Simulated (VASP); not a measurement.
The system is Si4GePt.

```
Si Ge Pt
1.0
     3.57350    0.00000    0.00000
    -1.78675    3.09474    0.00000
     0.00000    0.00000    9.07084
Si Ge Pt
4 1 1
Cartesian
  0.0000 2.0632 6.0661
  0.0000 0.0000 7.6326
  0.0000 0.0000 1.4383
  0.0000 2.0632 3.0047
  1.7868 1.0316 4.5354
  1.7868 1.0316 0.0000
```

The cell was built from a structure type or drawn by symmetry, and may not be a known phase.

```yaml
Program: VASP 6.6.1
Task: relaxation of cell and atoms
Functional: PBE
Potentials_or_basis: VASP PAW PBE potentials, release 64 (Si, Ge_d, Pt)
Cutoff: 600 eV
k_mesh: 12 × 12 × 4
Occupations: gaussian, width 0.1 eV
Spin: no spin polarisation
```

At the start: pressure -0.4 GPa; volume 16.72 Å³/atom.

Question: Where does the relaxation end?

Answer: Over 8 steps the energy falls by 2.4 meV/atom and the volume is 16.67 Å³/atom (-0.3 %); space group P-6m2 (No. 187, to 0.1 Å) before and after.

The path:
```
step  energy change (eV)  largest force (eV/Å)  pressure (GPa)  volume (Å³)
   1              0.0000                0.0545           -0.39       100.32
   2             -0.0082                0.0177            0.23        99.73
   3             -0.0107                0.0369            0.83        99.23
   4             -0.0142                0.0331           -0.03       100.00
   5             -0.0143                0.0284            0.05        99.95
   6             -0.0143                0.0298           -0.02        99.96
   7             -0.0143                0.0186            0.00        99.98
   8             -0.0144                0.0057            0.00        99.99
```

Final structure:
```
Si Ge Pt
1.0
     3.60598    0.00000    0.00000
    -1.80299    3.12287    0.00000
     0.00000    0.00000    8.87944
Si Ge Pt
4 1 1
Cartesian
  0.0000 2.0819 5.9432
  0.0000 0.0000 7.4752
  0.0000 0.0000 1.4043
  0.0000 2.0819 2.9363
  1.8030 1.0410 4.4397
  1.8030 1.0410 0.0000
```
